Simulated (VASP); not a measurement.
# MgSe (Fm-3m) in VASP: further runs, part 2 of 2

VASP 6.6.1. Earlier steps stand in the parts before.

## 4. Single point, LDA

This run uses another cell than the first one, of 18.00 Å³/atom, 1.075 times its volume.

INCAR

```
PREC     = Accurate       # precision mode
ENCUT    = 600            # plane-wave cutoff, eV
EDIFF    = 1E-6           # SCF threshold, eV
ISMEAR   = 0              # smearing method
SIGMA    = 0.01           # smearing width, eV
LREAL    = False          # projectors in reciprocal space
LASPH    = True           # aspherical terms in the spheres
NELM     = 120            # most SCF steps
ALGO     = Normal         # electronic algorithm
ISIF     = 2              # what is computed and relaxed
LWAVE    = False          # write WAVECAR
LCHARG   = True           # write CHGCAR
GGA      = CA             # functional
LELF     = True           # ELF
LVHAR    = True         
NBANDS   = 11             # bands
GGA_COMPAT= False
```

KPOINTS

```
Automatic mesh
0
Gamma
  8 8 8
```

POSCAR

```
MgSe
1.0
    2.6205993407      2.6205993407      0.0000000000
   -2.6205993407      2.6205993407      0.0000000000
    0.0000000000      2.6205993407      2.6205993407
Mg Se
1 1
Direct
    0.0000000000      0.0000000000      0.0000000000
    0.5000000000      0.5000000000      0.0000000000
```

Potentials or basis: VASP PAW LDA potentials, release 64 (Mg, Se).

Started as:

```
$ cat potpaw_LDA.64/Mg/POTCAR potpaw_LDA.64/Se/POTCAR > POTCAR
$ mpirun -np 1 vasp_std > vasp.out
```

OUTCAR:

```text
PREC = Accurate
   ENCUT = 600
   EDIFF = 1E-6
   ISMEAR = 0
   LREAL = False
   LASPH = True
   NELM = 120
   ISIF = 2
   GGA = CA

 ion  position               nearest neighbor table
   1  0.000  0.000  0.000-   2 2.62   2 2.62   2 2.62   2 2.62   2 2.62   2 2.62
   2  0.500  0.500  0.000-   1 2.62   1 2.62   1 2.62   1 2.62   1 2.62   1 2.62

  LATTYP: Found a face centered cubic cell.
 ALAT       =     5.2411986814

  Lattice vectors:

 A1 = (   0.0000000000,   2.6205993407,   2.6205993407)
 A2 = (   2.6205993407,   0.0000000000,   2.6205993407)
 A3 = (   2.6205993407,   2.6205993407,   0.0000000000)

Analysis of symmetry for initial positions (statically):
=====================================================================
 Subroutine PRICEL returns:
 Original cell was already a primitive cell.

 Routine SETGRP: Setting up the symmetry group for a
 face centered cubic supercell.

 Subroutine GETGRP returns: Found 48 space group operations
 (whereof 48 operations were pure point group operations)
 out of a pool of 48 trial point group operations.

The static configuration has the point symmetry O_h .

Analysis of symmetry for dynamics (positions and initial velocities):
[... 166 lines left out ...]

 k-point     1 :       0.0000    0.0000    0.0000
  band No.  band energies     occupation
      1      -9.4292      2.00000
      2       4.2555      2.00000
      3       4.2555      2.00000
      4       4.2555      2.00000
      5       7.5131      0.00000
      6      11.5469      0.00000
      7      11.5469      0.00000
      8      11.5469      0.00000
      9      14.3919      0.00000
     10      14.3919      0.00000
     11      15.2579      0.00000
[... 309 lines left out ...]
 k-point    24 :       0.5000    0.2500    0.1250
  band No.  band energies     occupation
      1      -7.7808      2.00000
      2      -0.8556      2.00000
      3       1.6068      2.00000
      4       2.7803      2.00000
      5       9.1373      0.00000
      6       9.8010      0.00000
      7      12.3291      0.00000
      8      13.8038      0.00000
      9      15.6782      0.00000
     10      16.7133      0.00000
     11      18.8633      0.00000

 [... further k-points ...]
[... 5 lines left out ...]
  --------------------------------------------------------------------------------------
  -------------------------------------------------------------------------------------
  Total        1.5063557      1.5063557      1.5063557      0.0000000     -0.0000000     -0.0000000
  in kB       67.0511528     67.0511528     67.0511528      0.0000000     -0.0000000     -0.0000000
  external PRESSURE =      67.0511528 kB  Pullay stress =       0.0000000 kB

 VOLUME and BASIS-vectors are now :
 -----------------------------------------------------------------------------
  energy-cutoff  :      600.00
  volume of cell :       35.99
      direct lattice vectors                 reciprocal lattice vectors
     2.620599341  2.620599341  0.000000000     0.190796049  0.190796049 -0.190796049
    -2.620599341  2.620599341  0.000000000    -0.190796049  0.190796049 -0.190796049
     0.000000000  2.620599341  2.620599341     0.000000000  0.000000000  0.381592098

 POSITION                                       TOTAL-FORCE (eV/Angst)
 -----------------------------------------------------------------------------------
      0.00000      0.00000      0.00000         0.000000      0.000000      0.000000
      0.00000      2.62060      0.00000        -0.000000     -0.000000      0.000000
 -----------------------------------------------------------------------------------
    total drift:                               -0.000000      0.000000      0.000000

  FREE ENERGIE OF THE ION-ELECTRON SYSTEM (eV)
  ---------------------------------------------------
  free  energy   TOTEN  =        -8.5424279589 eV

  energy  without entropy=       -8.5424279589  energy(sigma->0) =       -8.54242796
```

It took 20 s on 1 thread of Intel Xeon 8259CL, shared host; peak memory 0.16 GiB.

What came out:

- Free energy: -8.5424 eV
- Pressure: 6.7 GPa
- Band gap on the k mesh: 1.84 eV, indirect (least direct gap 3.26 eV)

## 5. Single point, LDA

This run uses another cell than the first one, of 18.00 Å³/atom, 1.075 times its volume.

INCAR

```
  PREC = Accurate
  ENCUT = 600
  EDIFF = 1E-6
  ISMEAR = 0
  SIGMA = 0.01
  LREAL = False
  LASPH = True
  NELM = 120
  ALGO = Normal
  ISIF = 2
  LWAVE = False
  LCHARG = True
  LELF = True
  LVHAR = True
  NBANDS = 11
  GGA_COMPAT = False
```

KPOINTS

```
regular mesh
0
Gamma
  8 8 8
```

POSCAR is that of step 4.

Potentials or basis: VASP PAW LDA potentials, release 64 (Mg, Se).

Started as:

```
$ cat potpaw_LDA.64/Mg/POTCAR potpaw_LDA.64/Se/POTCAR > POTCAR
$ mpirun -np 1 vasp_std > vasp.out
```

OUTCAR:

```text
PREC = Accurate
   ENCUT = 600
   EDIFF = 1E-6
   ISMEAR = 0
   LREAL = False
   LASPH = True
   NELM = 120
   ISIF = 2

 ion  position               nearest neighbor table
   1  0.000  0.000  0.000-   2 2.62   2 2.62   2 2.62   2 2.62   2 2.62   2 2.62
   2  0.500  0.500  0.000-   1 2.62   1 2.62   1 2.62   1 2.62   1 2.62   1 2.62

  LATTYP: Found a face centered cubic cell.
 ALAT       =     5.2411986814

  Lattice vectors:

 A1 = (   0.0000000000,   2.6205993407,   2.6205993407)
 A2 = (   2.6205993407,   0.0000000000,   2.6205993407)
 A3 = (   2.6205993407,   2.6205993407,   0.0000000000)

Analysis of symmetry for initial positions (statically):
=====================================================================
 Subroutine PRICEL returns:
 Original cell was already a primitive cell.

 Routine SETGRP: Setting up the symmetry group for a
 face centered cubic supercell.

 Subroutine GETGRP returns: Found 48 space group operations
 (whereof 48 operations were pure point group operations)
 out of a pool of 48 trial point group operations.

The static configuration has the point symmetry O_h .

Analysis of symmetry for dynamics (positions and initial velocities):
[... 164 lines left out ...]
 fundamental gap:      1.8411861283
 Fermi energy:         4.3556839376

 k-point     1 :       0.0000    0.0000    0.0000
  band No.  band energies     occupation
      1      -9.4292      2.00000
      2       4.2555      2.00000
      3       4.2555      2.00000
      4       4.2555      2.00000
      5       7.5131      0.00000
      6      11.5469      0.00000
      7      11.5469      0.00000
      8      11.5469      0.00000
      9      14.3919      0.00000
     10      14.3919      0.00000
     11      15.2579      0.00000
[... 309 lines left out ...]
 k-point    24 :       0.5000    0.2500    0.1250
  band No.  band energies     occupation
      1      -7.7808      2.00000
      2      -0.8556      2.00000
      3       1.6068      2.00000
      4       2.7803      2.00000
      5       9.1373      0.00000
      6       9.8010      0.00000
      7      12.3291      0.00000
      8      13.8038      0.00000
      9      15.6782      0.00000
     10      16.7133      0.00000
     11      18.8633      0.00000

 [... further k-points ...]
[... 5 lines left out ...]
  --------------------------------------------------------------------------------------
  -------------------------------------------------------------------------------------
  Total        1.5063557      1.5063557      1.5063557      0.0000000     -0.0000000     -0.0000000
  in kB       67.0511528     67.0511528     67.0511528      0.0000000     -0.0000000     -0.0000000
  external PRESSURE =      67.0511528 kB  Pullay stress =       0.0000000 kB

 VOLUME and BASIS-vectors are now :
 -----------------------------------------------------------------------------
  energy-cutoff  :      600.00
  volume of cell :       35.99
      direct lattice vectors                 reciprocal lattice vectors
     2.620599341  2.620599341  0.000000000     0.190796049  0.190796049 -0.190796049
    -2.620599341  2.620599341  0.000000000    -0.190796049  0.190796049 -0.190796049
     0.000000000  2.620599341  2.620599341     0.000000000  0.000000000  0.381592098

 POSITION                                       TOTAL-FORCE (eV/Angst)
 -----------------------------------------------------------------------------------
      0.00000      0.00000      0.00000         0.000000      0.000000      0.000000
      0.00000      2.62060      0.00000        -0.000000     -0.000000      0.000000
 -----------------------------------------------------------------------------------
    total drift:                               -0.000000      0.000000      0.000000

  FREE ENERGIE OF THE ION-ELECTRON SYSTEM (eV)
  ---------------------------------------------------
  free  energy   TOTEN  =        -8.5424279589 eV

  energy  without entropy=       -8.5424279589  energy(sigma->0) =       -8.54242796
```

OSZICAR:

```text
N       E                     dE             d eps       ncg     rms          rms(c)
DAV:   1     0.257668969840E+02    0.25767E+02   -0.39820E+03   646   0.682E+02
DAV:   2    -0.715067101822E+01   -0.32918E+02   -0.30811E+02   820   0.102E+02
DAV:   3    -0.884454561706E+01   -0.16939E+01   -0.16894E+01   772   0.245E+01
DAV:   4    -0.885297660157E+01   -0.84310E-02   -0.84305E-02   716   0.202E+00
DAV:   5    -0.885301179809E+01   -0.35197E-04   -0.35196E-04   782   0.136E-01    0.334E+00
DAV:   6    -0.859406832769E+01    0.25894E+00   -0.41994E-01   701   0.250E+00    0.214E+00
DAV:   7    -0.854541345656E+01    0.48655E-01   -0.18610E-01   737   0.173E+00    0.998E-01
DAV:   8    -0.854255681003E+01    0.28566E-02   -0.78590E-03   686   0.441E-01    0.251E-01
DAV:   9    -0.854243246203E+01    0.12435E-03   -0.37770E-04   716   0.930E-02    0.952E-02
DAV:  10    -0.854243044196E+01    0.20201E-05   -0.71274E-05   716   0.369E-02    0.417E-02
DAV:  11    -0.854242798238E+01    0.24596E-05   -0.73436E-06   695   0.117E-02    0.572E-03
DAV:  12    -0.854242795889E+01    0.23496E-07   -0.33822E-07   358   0.319E-03
   1 F= -.85424280E+01 E0= -.85424280E+01  d E =-.796345E-48
```

stdout:

```text
POSCAR found type information on POSCAR MgSe
 POSCAR found :  2 types and       2 ions
 scaLAPACK will be used
 LDA part: xc-table for (Slater(with rela. corr.)+CA(PZ))
 , standard interpolation
 POSCAR, INCAR and KPOINTS ok, starting setup
 FFT: planning ... GRIDC
 FFT: planning ... GRID_SOFT
 FFT: planning ... GRID
 WAVECAR not read
 entering main loop
```

Run time: 25 s. Hardware: 1 thread of Intel Xeon 8259CL, shared host; peak memory 0.15 GiB.

Results:

```yaml
Free_energy: -8.5424 eV
Pressure: 6.7 GPa
Band_gap_on_the_k_mesh: 1.84 eV, indirect (least direct gap 3.26 eV)
```

## 6. Single point, LDA

This run uses another cell than the first one, of 17.48 Å³/atom, 1.044 times its volume.

INCAR

```
PREC = Accurate
ENCUT = 600
EDIFF = 1E-6
ISMEAR = 0
SIGMA = 0.01
LREAL = False
LASPH = True
NELM = 120
ALGO = Normal
ISIF = 2
LWAVE = False
LCHARG = True
LELF = True
LVHAR = True
NBANDS = 11
GGA_COMPAT = False
```

KPOINTS is that of step 5.

POSCAR

```
MgSe
1.0
    2.5952087223      2.5952087223      0.0000000000
   -2.5952087223      2.5952087223      0.0000000000
    0.0000000000      2.5952087223      2.5952087223
Mg Se
1 1
Direct
    0.0000000000      0.0000000000      0.0000000000
    0.5000000000      0.5000000000      0.0000000000
```

Potentials or basis: VASP PAW LDA potentials, release 64 (Mg, Se).

Started as:

```
$ cat potpaw_LDA.64/Mg/POTCAR potpaw_LDA.64/Se/POTCAR > POTCAR
$ mpirun -np 1 vasp_std > vasp.out
```

Run time: 25 s. Hardware: 1 thread of Intel Xeon 8259CL, shared host; peak memory 0.15 GiB.

Results (log left out):

```
Free energy            : -8.4895 eV
Pressure               : 9.7 GPa
Band gap on the k mesh : 1.89 eV, indirect (least direct gap 3.49 eV)
```

Levels at points of the mesh, in eV from the valence-band top:
```
           k point  band 1  band 2  band 3  band 4  band 5  band 6  band 7  band 8  band 9
(0.00, 0.00, 0.00)  -13.88    0.00    0.00    0.00    3.49    7.27    7.27    7.27   10.18
(0.50, 0.00, 0.00)  -12.37   -5.87   -0.78   -0.78    3.89    6.16    6.16    9.45   12.52
(0.50, 0.50, 0.00)  -11.93   -5.16   -2.19   -2.19    1.89    3.40   13.09   13.17   13.40
```

A k mesh can miss the band edges. A hybrid or GW would open this gap; LDA tends to underestimate it.

## 7. Overview

```tsv
cell	gap on the mesh (eV)	pressure (GPa)
a = 3.618 Å, angles 60.0, 60.0, 90.0°, 2 atoms	1.96	14.8
a = 3.706 Å, angles 60.0, 60.0, 90.0°, 2 atoms	1.84	6.7
a = 3.670 Å, angles 60.0, 60.0, 90.0°, 2 atoms	1.89	9.7
```

Alike in all rows: task single point; level LDA; potentials or basis VASP PAW LDA potentials, release 64 (Mg, Se); no spin polarisation; k mesh 8 × 8 × 8; cutoff (eV) 600; smearing gaussian 0.01 eV.

Total energies depend on the potentials used, so only differences within one code and one set of settings carry meaning.
